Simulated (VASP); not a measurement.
Input of a VASP 6.6.1 run:

Contents of INCAR:

```
ALGO = Normal
EDIFF = 1E-7
ENCUT = 520
GGA = PE
ISIF = 2
ISMEAR = 0
LASPH = T
LCHARG = F
LREAL = F
LWAVE = F
NBANDS = 27
NELM = 60
PREC = Accurate
SIGMA = 0.05
```

Contents of KPOINTS:

```
k-points
0
Gamma
  8 8 8
```

Contents of POSCAR:

```
KTaO3
1.0
    4.1065426041      0.0000000000      0.0000000000
    0.0000000000      4.1065426041      0.0000000000
    0.0000000000      0.0000000000      3.8663098617
K Ta O
1 1 3
Direct
    0.5000000000      0.5000000000      0.5000000000
    0.0000000000      0.0000000000      0.0000000000
    0.5000000000      0.0000000000      0.0000000000
    0.0000000000      0.5000000000      0.0000000000
    0.0000000000      0.0000000000      0.5000000000
```

Potentials or basis: VASP PAW PBE potentials, release 64 (K_sv, Ta_pv, O).

Launch:

```console
$ cat potpaw_PBE.64/K_sv/POTCAR potpaw_PBE.64/Ta_pv/POTCAR potpaw_PBE.64/O/POTCAR > POTCAR
$ mpirun -np 1 vasp_std > vasp.out
```

Q: What does it give for the pressure?

A: 1.9 GPa.

Q: What does it give for the band gap on the k mesh?

A: 2.00 eV, indirect (least direct gap 2.61 eV).

Stress tensor (GPa, compression positive):
```
-5.74  0.00  0.00
 0.00 -5.74  0.00
 0.00  0.00 17.12
```

Caveat: spin-orbit coupling is left out, which moves the levels of the heavy elements. A k mesh can miss the band edges.
